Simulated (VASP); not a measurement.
# BaTe (Fm-3m) in VASP: single point with PBEsol

Aim: the single point of BaTe with PBEsol.

Everything below comes from runs of VASP 6.6.1. Logs are shortened: lines on timing, memory, paths and dates and some standing lists are left out, and cuts for length are marked.

## Step 1: The cell of the first run

The structure is cubic, space group Fm-3m (No. 225). Conventional cell: a = 6.943 Å, b = 6.943 Å, c = 6.943 Å, α = 90.00°, β = 90.00°, γ = 90.00°. Within 4.6 Å of Ba (site symmetry m-3m) lie 6 Te at 3.47 Å. Within 4.6 Å of Te (site symmetry m-3m) lie 6 Ba at 3.47 Å.

## Step 2: Single point, PBEsol

Contents of INCAR:

```
SYSTEM = BaTe
PREC = Accurate
ENCUT = 520
EDIFF = 1E-6
ISMEAR = 0
SIGMA = 0.05
LREAL = .FALSE.
LASPH = .TRUE.
NELM = 60
ALGO = Normal
ISIF = 2
LWAVE = .FALSE.
LCHARG = .FALSE.
GGA = PS
NBANDS = 15
```

Contents of KPOINTS:

```
Automatic mesh
0
G
  6 6 6
  0 0 0
```

Contents of POSCAR:

```
BaTe
1.0
    0.0000000000      3.4713973956      3.4713973956
    3.4713973956      0.0000000000      3.4713973956
    3.4713973956      3.4713973956      0.0000000000
Ba Te
1 1
Direct
    0.0000000000      0.0000000000      0.0000000000
    0.5000000000      0.5000000000      0.5000000000
```

Potentials or basis: VASP PAW PBE potentials, release 64 (Ba_sv, Te).

Run with:

```console
> cat potpaw_PBE.64/Ba_sv/POTCAR potpaw_PBE.64/Te/POTCAR > POTCAR
> mpirun -np 1 vasp_std > vasp.out
```

OUTCAR:

```text
SYSTEM = BaTe
   PREC = Accurate
   ENCUT = 520
   EDIFF = 1E-6
   ISMEAR = 0
   LREAL = .FALSE.
   LASPH = .TRUE.
   NELM = 60
   ISIF = 2
   GGA = PS

 ion  position               nearest neighbor table
   1  0.000  0.000  0.000-   2 3.47   2 3.47   2 3.47   2 3.47   2 3.47   2 3.47
   2  0.500  0.500  0.500-   1 3.47   1 3.47   1 3.47   1 3.47   1 3.47   1 3.47

  LATTYP: Found a face centered cubic cell.
 ALAT       =     6.9427947912

  Lattice vectors:

 A1 = (   0.0000000000,   3.4713973956,   3.4713973956)
 A2 = (   3.4713973956,   0.0000000000,   3.4713973956)
 A3 = (   3.4713973956,   3.4713973956,   0.0000000000)

Analysis of symmetry for initial positions (statically):
=====================================================================
 Subroutine PRICEL returns:
 Original cell was already a primitive cell.

 Routine SETGRP: Setting up the symmetry group for a
 face centered cubic supercell.

 Subroutine GETGRP returns: Found 48 space group operations
 (whereof 48 operations were pure point group operations)
 out of a pool of 48 trial point group operations.

The static configuration has the point symmetry O_h .

Analysis of symmetry for dynamics (positions and initial velocities):
=====================================================================
 Subroutine PRICEL returns:
 Original cell was already a primitive cell.

 Routine SETGRP: Setting up the symmetry group for a
 face centered cubic supercell.

 Subroutine GETGRP returns: Found 48 space group operations
 (whereof 48 operations were pure point group operations)
 out of a pool of 48 trial point group operations.

The dynamic configuration has the point symmetry O_h .

 Subroutine INISYM returns: Found 48 space group operations
 (whereof 48 operations are pure point group operations),
 and found     1 'primitive' translations

----------------------------------------------------------------------------------------

                                     Primitive cell

  volume of cell :      83.6648

  direct lattice vectors                    reciprocal lattice vectors
     0.000000000  3.471397396  3.471397396    -0.144034215  0.144034215  0.144034215
     3.471397396  0.000000000  3.471397396     0.144034215 -0.144034215  0.144034215
     3.471397396  3.471397396  0.000000000     0.144034215  0.144034215 -0.144034215

  length of vectors
     4.909297277  4.909297277  4.909297277     0.249474579  0.249474579  0.249474579

  position of ions in fractional coordinates (direct lattice)
     0.000000000  0.000000000  0.000000000
     0.500000000  0.500000000  0.500000000

  ion indices of the primitive-cell ions
   primitive index   ion index
                 1           1
                 2           2

----------------------------------------------------------------------------------------

 KPOINTS: Automatic mesh

Automatic generation of k-mesh.
 Grid dimensions read from file:
 generate k-points for:    6    6    6

 Generating k-lattice:

  Cartesian coordinates                     Fractional coordinates (reciprocal lattice)
    -0.024005703  0.024005703  0.024005703     0.166666667  0.000000000  0.000000000
     0.024005703 -0.024005703  0.024005703     0.000000000  0.166666667  0.000000000
     0.024005703  0.024005703 -0.024005703     0.000000000  0.000000000  0.166666667

  Length of vectors
     0.041579096  0.041579096  0.041579096

  Shift w.r.t. Gamma in fractional coordinates (k-lattice)
     0.000000000  0.000000000  0.000000000

 Subroutine IBZKPT returns following result:
 ===========================================

 Found     16 irreducible k-points:

 Following reciprocal coordinates:
            Coordinates               Weight
  0.000000  0.000000  0.000000      1.000000
  0.166667  0.000000  0.000000      8.000000
  0.333333  0.000000  0.000000      8.000000
  0.500000  0.000000  0.000000      4.000000
  0.166667  0.166667  0.000000      6.000000
  0.333333  0.166667  0.000000     24.000000
[... 8 lines left out ...]
 -0.333333  0.333333  0.166667     24.000000
 -0.333333  0.500000  0.166667     12.000000
   k-points           NKPTS =     16   k-points in BZ     NKDIM =     16   number of bands    NBANDS=     15
   number of dos      NEDOS =    301   number of ions     NIONS =      2
   total plane-waves  NPLWV =  64000
   dimension x,y,z NGX =    40 NGY =   40 NGZ =   40
   dimension x,y,z NGXF=    80 NGYF=   80 NGZF=   80
   ions per type =               1   1
   NGX,Y,Z   is equivalent  to a cutoff of  13.55, 13.55, 13.55 a.u.
   NGXF,Y,Z  is equivalent  to a cutoff of  27.09, 27.09, 27.09 a.u.
 SYSTEM =  BaTe
   PREC   = accura    normal or accurate (medium, high low for compatibility)
   ISTART =      0    job   : 0-new  1-cont  2-samecut
   ICHARG =      2    charge: 1-file 2-atom 10-const
   ISPIN  =      1    spin polarized calculation?
   LNONCOLLINEAR =      F non collinear calculations
   LSORBIT =      F    spin-orbit coupling
   LASPH  =      T    aspherical Exc in radial PAW
   ENCUT  =  520.0 eV  38.22 Ry    6.18 a.u.   9.13  9.13  9.13*2*pi/ulx,y,z
   NELM   =     60;   NELMIN=  2; NELMDL= -5     # of ELM steps
   EDIFF  = 0.1E-05   stopping-criterion for ELM
   LREAL  =      F    real-space projection
   EDIFFG = 0.1E-04   stopping-criterion for IOM
   NSW    =      0    number of steps for IOM
   IBRION =     -1    ionic relax: 0-MD 1-quasi-New 2-CG
   NFREE  =      0    steps in history (QN), initial steepest desc. (CG)
   ISIF   =      2    stress and relaxation
   ISYM   =      2    0-nonsym 1-usesym 2-fastsym
   POTIM  = 0.5000    time-step for ionic-motion
   TEBEG  =    0.0;   TEEND  =   0.0 temperature during run
   PSTRESS=    0.0 pullay stress
   NELECT =      16.0000    total number of electrons
   NUPDOWN=      -1.0000    fix difference up-down
   EMIN   =  10.00;   EMAX   =-10.00  energy-range for DOS
   EFERMI =   0.00;   METHOD = LEGACY
   ISMEAR =     0;   SIGMA  =   0.05  broadening in eV -4-tet -1-fermi 0-gaus
   EFERMI_NEDOS =   21; number of points for ismear=-14 and -15
   IALGO  =     38    algorithm
   IMIX   =      4    mixing-type and parameters
     AMIX     =   0.40;   BMIX     =  1.00
     AMIX_MAG =   1.60;   BMIX_MAG =  1.00
  volume/ion in A,a.u.               =      41.83       282.30
  Fermi-wavevector in a.u.,A,eV,Ry     =   0.943193  1.782376 12.103916  0.889613
  Thomas-Fermi vector in A             =   2.070876
   LORBIT       =      0    0 simple, 1 ext, 2 COOP (PROOUT), +10 PAW based schemes
   GGA     = PS    functional components
   LHFCALC =     F    Hartree Fock is set to
   AEXX    =    0.0000 exact exchange contribution
   IVDW    =     0    specifies the selected vdW correction
   LEPSILON=     F    determine dielectric tensor
   LRPA    =     F    only Hartree local field effects (RPA)
 non-spin polarized calculation
 Gauss-broadening in eV      SIGMA  =   0.05
  energy-cutoff  :      520.00
  volume of cell :       83.66
 maximum number of plane-waves:      2285
 NGX is ok and might be reduce to    40
   NGX = 19   NGY = 19   NGZ = 19

 number of electron      16.0000000 magnetization

 Free energy of the ion-electron system (eV)
  ---------------------------------------------------
  ext. energy  EPLUGINS =         0.00000000
  ---------------------------------------------------
  free energy    TOTEN  =        -9.19023407 eV

  energy without entropy =       -9.19023407  energy(sigma->0) =       -9.19023407

 E-fermi :   2.6301     XC(G=0):  -8.5095

 val. band max:        2.3113441578   @ k =   0.0000   0.0000   0.0000
 cond. band min:       3.6844554807   @ k =   0.5000   0.5000   0.0000
 fundamental gap:      1.3731113229
 Fermi energy:         2.6300852809

 k-point     1 :       0.0000    0.0000    0.0000
  band No.  band energies     occupation
      1     -24.6087      2.00000
      2      -9.7532      2.00000
      3      -9.7532      2.00000
      4      -9.7532      2.00000
      5      -7.3238      2.00000
      6       2.3113      2.00000
      7       2.3113      2.00000
      8       2.3113      2.00000
      9       5.1585      0.00000
     10       5.1585      0.00000
     11       5.1585      0.00000
     12       5.1600      0.00000
     13       5.8306      0.00000
     14       5.8306      0.00000
     15       9.1475      0.00000

 k-point     2 :       0.1667    0.0000    0.0000
  band No.  band energies     occupation
      1     -24.6048      2.00000
      2      -9.8976      2.00000
      3      -9.7565      2.00000
      4      -9.7565      2.00000
      5      -7.1026      2.00000
      6       1.4590      2.00000
      7       1.9059      2.00000
      8       1.9059      2.00000
      9       5.1992      0.00000
     10       5.5082      0.00000
     11       5.5082      0.00000
     12       6.2886      0.00000
     13       6.6274      0.00000
     14       6.6274      0.00000
     15      10.0206      0.00000

 k-point     3 :       0.3333    0.0000    0.0000
  band No.  band energies     occupation
      1     -24.5970      2.00000
      2     -10.1377      2.00000
      3      -9.7629      2.00000
      4      -9.7629      2.00000
      5      -6.6947      2.00000
      6       0.3833      2.00000
      7       1.3385      2.00000
      8       1.3385      2.00000
      9       5.6317      0.00000
     10       6.4040      0.00000
     11       6.4040      0.00000
     12       7.6722      0.00000
     13       8.3344      0.00000
     14       8.3344      0.00000
     15      10.4517      0.00000
[... 199 lines left out ...]
 k-point    15 :      -0.3333    0.3333    0.1667
  band No.  band energies     occupation
      1     -24.5893      2.00000
      2     -10.0660      2.00000
      3      -9.8829      2.00000
      4      -9.8272      2.00000
      5      -6.7773      2.00000
      6       0.6511      2.00000
      7       1.2799      2.00000
      8       1.3118      2.00000
      9       5.8333      0.00000
     10       5.9538      0.00000
     11       7.6820      0.00000
     12       7.7239      0.00000
     13       7.8777      0.00000
     14       9.6029      0.00000
     15      10.5745      0.00000

 k-point    16 :      -0.3333    0.5000    0.1667
  band No.  band energies     occupation
      1     -24.5881      2.00000
      2      -9.9563      2.00000
      3      -9.9119      2.00000
      4      -9.8846      2.00000
      5      -6.9298      2.00000
      6       1.1704      2.00000
      7       1.2141      2.00000
      8       1.5250      2.00000
      9       4.7733      0.00000
     10       6.8344      0.00000
     11       7.0297      0.00000
     12       7.6654      0.00000
     13       8.1244      0.00000
     14       8.8817      0.00000
     15      10.4404      0.00000

------------------------ aborting loop because EDIFF is reached ----------------------------------------

  FORCE on cell =-STRESS in cart. coord.  units (eV):
  Direction    XX          YY          ZZ          XY          YZ          ZX
  --------------------------------------------------------------------------------------
  -------------------------------------------------------------------------------------
  Total        0.1944578      0.1944578      0.1944578      0.0000000      0.0000000      0.0000000
  in kB        3.7238566      3.7238566      3.7238566      0.0000000      0.0000000      0.0000000
  external PRESSURE =       3.7238566 kB  Pullay stress =       0.0000000 kB

 VOLUME and BASIS-vectors are now :
 -----------------------------------------------------------------------------
  energy-cutoff  :      520.00
  volume of cell :       83.66
      direct lattice vectors                 reciprocal lattice vectors
     0.000000000  3.471397396  3.471397396    -0.144034215  0.144034215  0.144034215
     3.471397396  0.000000000  3.471397396     0.144034215 -0.144034215  0.144034215
     3.471397396  3.471397396  0.000000000     0.144034215  0.144034215 -0.144034215

 POSITION                                       TOTAL-FORCE (eV/Angst)
 -----------------------------------------------------------------------------------
      0.00000      0.00000      0.00000        -0.000000      0.000000      0.000000
      3.47140      3.47140      3.47140         0.000000     -0.000000     -0.000000
 -----------------------------------------------------------------------------------
    total drift:                                0.000000     -0.000000     -0.000000

  FREE ENERGIE OF THE ION-ELECTRON SYSTEM (eV)
  ---------------------------------------------------
  free  energy   TOTEN  =        -9.1902340674 eV

  energy  without entropy=       -9.1902340674  energy(sigma->0) =       -9.19023407
```

Run time: 19 s. Hardware: 1 thread of Intel Xeon 6975P-C (Granite Rapids), shared host; peak memory 0.24 GiB.

What came out:

```
Free energy            : -9.1902 eV
Pressure               : 0.4 GPa
Band gap on the k mesh : 1.37 eV, indirect (least direct gap 1.76 eV)
```

Caveat: the PAW data sets were made with another functional, which shifts forces and pressure a little; spin-orbit coupling is left out, which moves the levels of the heavy elements. A k mesh can miss the band edges.
